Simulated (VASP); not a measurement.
Input of a VASP 6.6.1 run:

INCAR

```
SYSTEM = MnO
ALGO = Normal
EDIFF = 1E-6
ENCUT = 600
GGA = PE
GGA_COMPAT = .FALSE.
ISIF = 2
ISMEAR = 0
ISPIN = 2
IVDW = 12
LASPH = .TRUE.
LCHARG = .FALSE.
LDAU = .TRUE.
LDAUJ = 0 0
LDAUL = 2 -1
LDAUPRINT = 1
LDAUTYPE = 2
LDAUU = 6.8 0
LMAXMIX = 4
LORBIT = 11
LREAL = .FALSE.
LWAVE = .FALSE.
MAGMOM = 4.42 0.24
NBANDS = 20
NELM = 200
PREC = Accurate
SIGMA = 0.1
```

File KPOINTS:

```
k-points
0
G
  6 6 6
  0 0 0
```

Contents of POSCAR:

```
MnO
1.0
    0.0000000000      2.2239077028      2.2239077028
    2.2239077028      0.0000000000      2.2239077028
    2.2239077028      2.2239077028      0.0000000000
Mn O
1 1
Direct
    0.0000000000      0.0000000000      0.0000000000
    0.5000000000      0.5000000000      0.5000000000
```

Potentials or basis: VASP PAW PBE potentials, release 64 (Mn_pv, O).

Run with:

```bash
$ cat potpaw_PBE.64/Mn_pv/POTCAR potpaw_PBE.64/O/POTCAR > POTCAR
$ mpirun -np 1 vasp_std > vasp.out
```

What does it give for the band gap on the k mesh?

0.77 eV, indirect (least direct gap 2.70 eV).

Estimate the net moment.

5.00 μB per cell.

What does it give for the site moments?

Mn +4.70; O +0.11 μB.

Eigenvalues of the final occupation matrices:
```csv
site,spin,trace,eigenvalues
site 1 d,1,4.82,0.95 0.95 0.95 0.98 0.98
site 1 d,2,0.16,0.01 0.01 0.01 0.06 0.06
```

Caveat: a cell with one magnetic atom can't hold antiferromagnetic order, which such compounds often take. A k mesh can miss the band edges.
